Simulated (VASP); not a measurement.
Crystal: Ag2O.

```xyz
6
Lattice="4.8120 0.0000 0.0000 0.0000 4.8120 0.0000 0.0000 0.0000 4.8120" Properties=species:S:1:pos:R:3 pbc="T T T"
Ag    1.2030    1.2030    1.2030
Ag    1.2030    3.6090    3.6090
Ag    3.6090    3.6090    1.2030
Ag    3.6090    1.2030    3.6090
O     0.0000    0.0000    0.0000
O     2.4060    2.4060    2.4060
```

```yaml
Program: VASP 6.6.1
Task: relaxation of cell and atoms
Functional: PBE
Dispersion: D3(BJ)
Potentials_or_basis: VASP PAW PBE potentials, release 64 (Ag, O)
Cutoff: 600 eV
k_mesh: 8 × 8 × 8
Occupations: gaussian, width 0.1 eV
Spin: no spin polarisation
```

At the start: pressure -2.8 GPa; volume 18.57 Å³/atom.

Question: Where does the relaxation end?

Answer: Over 3 steps the energy falls by 6.3 meV/atom and the volume is 17.87 Å³/atom (-3.8 %); space group Pn-3m (No. 224, to 0.1 Å) before and after.

Step by step:
```csv
step,energy change (eV),largest force (eV/Å),pressure (GPa),volume (Å³)
1,0.0000,0.0000,-2.76,111.42
2,-0.0361,0.0000,0.65,106.34
3,-0.0378,0.0000,0.00,107.20
```

Final structure:
```
Ag O
1.0
     4.75040    0.00000    0.00000
     0.00000    4.75040    0.00000
     0.00000    0.00000    4.75040
Ag O
4 2
Direct
  0.25000 0.25000 0.25000
  0.25000 0.75000 0.75000
  0.75000 0.75000 0.25000
  0.75000 0.25000 0.75000
  0.00000 0.00000 0.00000
  0.50000 0.50000 0.50000
```
